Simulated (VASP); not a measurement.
Mg, 6 atoms in the cell. The cell holds a slab with vacuum, 6 atoms: a = 4.176 Å, b = 2.557 Å, c = 22.028 Å, α = 90.00°, β = 90.00°, γ = 90.00°. 

| Item | Value |
| --- | --- |
| Program | VASP 6.6.1 |
| Task | single point |
| Functional | LDA |
| Potentials or basis | VASP PAW LDA potentials, release 64 (Mg) |
| Cutoff | 520 eV |
| k mesh | 4 × 7 × 1 |
| Occupations | fermi-dirac, width 0.05 eV |
| Spin | no spin polarisation |
| Dipole correction | yes |
| Further INCAR settings | ALGO = Normal; EDIFF = 1e-06; NBANDS = 15 |

Potentials or basis: VASP PAW LDA potentials, release 64 (Mg).

Launch:

```bash
$ cat potpaw_LDA.64/Mg/POTCAR > POTCAR
$ mpirun -np 1 vasp_std > vasp.out
```

Hardware: 1 thread of Intel Xeon 8259CL, on a shared host.

**Question.** Estimate the wall time of this run.

**Answer.** It took 110 s on 1 thread of Intel Xeon 8259CL, on a shared host, peak memory 0.25 GiB. Counts: scf iterations 21, k points 12.
